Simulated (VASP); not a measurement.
# Se (P3_121) in VASP: settings compared, part 2 of 2

VASP 6.6.1.

### Step 5. Relaxation of cell and atoms, PBE

This run uses another cell than the first one, of 27.26 Å³/atom, 1.102 times its volume.

INCAR

```
SYSTEM = Se
  PREC = Accurate
  ENCUT = 600
  EDIFF = 1E-6
  ISMEAR = -1
  SIGMA = 0.05
  LREAL = .FALSE.
  LASPH = .TRUE.
  NELM = 60
  ALGO = Normal
  ISIF = 3
  LWAVE = .FALSE.
  LCHARG = .FALSE.
  GGA = PE
  IBRION = 2
  NSW = 60
  EDIFFG = -0.01
```

KPOINTS

```
regular mesh
0
G
  7 7 6
  0 0 0
```

POSCAR

```
Se
1.0
    4.3662000000      0.0000000000      0.0000000000
   -2.1831000000      3.7812401180      0.0000000000
    0.0000000000      0.0000000000      4.9536000000
Se
3
Direct
    0.7746000000      0.7746000000      0.0000000000
    0.0000000000      0.2254000000      0.6666666667
    0.2254000000      0.0000000000      0.3333333333
```

Command:

```console
$ cat potpaw_PBE.64/Se/POTCAR > POTCAR
$ mpirun -np 1 vasp_std > vasp.out
```

Wall time 8.3 min (1 thread of AMD EPYC 7R43 (Zen 3), shared host); peak memory 0.19 GiB.

The run converged. Its results:

- Free energy: -10.5108 eV
- Relaxed volume: 29.79 Å³/atom
- Relaxed cell: a = 4.522 Å, b = 4.522 Å, c = 5.047 Å, α = 90.00°, β = 90.00°, γ = 120.00°
- Space group after relaxing (to 0.05 Å): P3_121 (No. 152)
- Energy gained by relaxing: 13.5 meV/atom
- Ionic steps: 15
- Pressure after relaxing: 0.0 GPa
- Band gap on the k mesh: 1.19 eV, indirect (least direct gap 1.41 eV)

The path:
| step | energy change (eV) | largest force (eV/Å) | pressure (GPa) | volume (Å³) |
| --- | --- | --- | --- | --- |
| 1 | 0.0000 | 0.4336 | 2.91 | 81.78 |
| 2 | -0.0048 | 0.5160 | -2.12 | 87.77 |
| 3 | -0.0350 | 0.0942 | 0.11 | 84.78 |
| 4 | -0.0350 | 0.0851 | 0.15 | 84.72 |
| 5 | -0.0363 | 0.0652 | 0.13 | 85.00 |
| 6 | -0.0378 | 0.0065 | 0.09 | 85.79 |
| 7 | -0.0383 | 0.0176 | 0.02 | 86.17 |
| 8 | -0.0392 | 0.0511 | -0.18 | 87.29 |
| 9 | -0.0389 | 0.1150 | -0.51 | 89.57 |
| 10 | -0.0394 | 0.0753 | -0.33 | 88.21 |
| 11 | -0.0395 | 0.0721 | -0.30 | 88.27 |
| 12 | -0.0398 | 0.0602 | -0.26 | 88.46 |
| 13 | -0.0403 | 0.0367 | -0.16 | 88.83 |
| 14 | -0.0406 | 0.0136 | 0.06 | 89.56 |
| 15 | -0.0406 | 0.0005 | 0.00 | 89.38 |

Final structure:
```
Se
1.0
     4.52200    0.00000    0.00000
    -2.26100    3.91617    0.00000
     0.00000    0.00000    5.04705
Se
3
Direct
  0.78092 0.78092 0.00000
  0.00000 0.21908 0.66667
  0.21908 0.00000 0.33333
```

Levels at points of the mesh, in eV from the valence-band top:
```tsv
k point	band 7	band 8	band 9	band 10	band 11	band 12
(0.00, 0.00, 0.00)	-1.83	-1.83	-0.29	1.94	1.94	2.31
(0.00, 0.00, 0.50)	-1.30	-1.30	-0.93	1.36	1.40	1.40
```

A k mesh can miss the band edges. Zero-point motion and thermal expansion aren't in these numbers.

### Step 6. Relaxation of cell and atoms, PBE+D3(BJ)

This run uses another cell than the first one, of 27.26 Å³/atom, 1.102 times its volume.

INCAR

```
SYSTEM = Se
ALGO = Normal ; EDIFF = 1E-6
EDIFFG = -0.01 ; ENCUT = 600
GGA = PE ; IBRION = 2
ISIF = 3 ; ISMEAR = -1
IVDW = 12 ; LASPH = .True.
LCHARG = .False. ; LREAL = .False.
LWAVE = .False. ; NELM = 80
NSW = 60 ; PREC = Accurate
SIGMA = 0.05
```

KPOINTS

```
k-points
0
Gamma
  7 7 6
  0 0 0
```

POSCAR is that of step 5.

Potentials or basis: VASP PAW PBE potentials, release 64 (Se).

Command:

```console
$ cat potpaw_PBE.64/Se/POTCAR > POTCAR
$ mpirun -np 1 vasp_std > vasp.out
```

Wall time 10 min (1 thread of AMD EPYC 7R43 (Zen 3), shared host); peak memory 0.21 GiB.

It converged, with:

* Free energy: -11.4930 eV
* Relaxed volume: 24.48 Å³/atom
* Relaxed cell: a = 4.064 Å, b = 4.064 Å, c = 5.136 Å, α = 90.00°, β = 90.00°, γ = 120.00°
* Space group after relaxing (to 0.05 Å): P3_121 (No. 152)
* Energy gained by relaxing: 25.5 meV/atom
* Ionic steps: 15
* Pressure after relaxing: 0.0 GPa
* Band gap on the k mesh: 0.92 eV, indirect (least direct gap 1.16 eV)
* Dispersion energy per atom: -0.356 eV

Forces on the atoms (eV/Å):
```
Se  -0.001 -0.002  0.000
Se  -0.001  0.002  0.000
Se   0.002  0.000  0.000
```

The path:
```
step  energy change (eV)  largest force (eV/Å)  pressure (GPa)  volume (Å³)
   1              0.0000                0.4482            0.86        81.78
   2             -0.0112                0.0979           -1.80        83.51
   3             -0.0154                0.0789           -0.92        82.90
   4             -0.0281                0.0818           -0.82        81.61
   5             -0.0588                0.1043           -0.28        77.76
   6             -0.0603                0.1852            2.16        70.25
   7             -0.0721                0.1565            0.73        74.04
   8             -0.0751                0.0762           -0.62        73.95
   9             -0.0763                0.0010           -0.16        73.98
  10             -0.0763                0.0017           -0.18        73.98
  11             -0.0765                0.0060           -0.10        73.65
  12             -0.0765                0.0095           -0.04        73.35
  13             -0.0765                0.0074           -0.06        73.47
  14             -0.0765                0.0101            0.06        73.42
  15             -0.0766                0.0024            0.01        73.44
```

Final structure:
```
CELL_PARAMETERS angstrom
4.06351 0.00000 0.00000
-2.03176 3.51911 0.00000
0.00000 0.00000 5.13571
ATOMIC_POSITIONS crystal
Se 0.75227 0.75227 0.00000
Se 0.00000 0.24773 0.66667
Se 0.24773 0.00000 0.33333
```

Levels at points of the mesh, in eV from the valence-band top:
| k point | band 5 | band 6 | band 7 | band 8 | band 9 | band 10 | band 11 | band 12 | band 13 |
| --- | --- | --- | --- | --- | --- | --- | --- | --- | --- |
| (0.00, 0.00, 0.00) | -3.42 | -3.42 | -1.85 | -1.85 | -0.52 | 1.47 | 1.47 | 2.08 | 6.42 |
| (0.00, 0.00, 0.50) | -3.07 | -3.07 | -1.36 | -1.32 | -1.32 | 0.95 | 0.98 | 0.98 | 5.70 |

Caveat: the volume moved by -10 % from the deposited cell, more than functionals usually miss.

### Step 7. Summary

| task | level | cell | cutoff (eV) | gap on the mesh (eV) | pressure (GPa) | relaxed volume (Å³/atom) | largest force (eV/Å) |
| --- | --- | --- | --- | --- | --- | --- | --- |
| single point | PBE+D3(BJ) | a = 4.088, b = 4.088, c = 5.129 Å, angles 90.0, 90.0, 120.0°, 3 atoms | 520 | 0.93 | -0.1 | - | 0.02 |
| single point | PBE+D3(BJ) | a = 4.366, b = 4.366, c = 4.954 Å, angles 90.0, 90.0, 120.0°, 3 atoms | 520 | 1.21 | 0.9 | - | 0.45 |
| single point | PBE | a = 4.521, b = 4.521, c = 5.045 Å, angles 90.0, 90.0, 120.0°, 3 atoms | 520 | 1.19 | 0.1 | - | 0.03 |
| relaxation of cell and atoms | PBE | relaxed from a = 4.366, b = 4.366, c = 4.954 Å, angles 90.0, 90.0, 120.0°, 3 atoms | 600 | 1.19 | 0.0 | 29.79 | - |
| relaxation of cell and atoms | PBE+D3(BJ) | relaxed from a = 4.366, b = 4.366, c = 4.954 Å, angles 90.0, 90.0, 120.0°, 3 atoms | 600 | 0.92 | 0.0 | 24.48 | - |

Alike in all rows: potentials or basis VASP PAW PBE potentials, release 64 (Se); no spin polarisation; k mesh 7 × 7 × 6; smearing fermi-dirac 0.05 eV.

Caveats: three body term missing (some runs); the volume moved by -10 % from the deposited cell, more than functionals usually miss (some runs).

Total energies depend on the potentials used, so only differences within one code and one set of settings carry meaning.
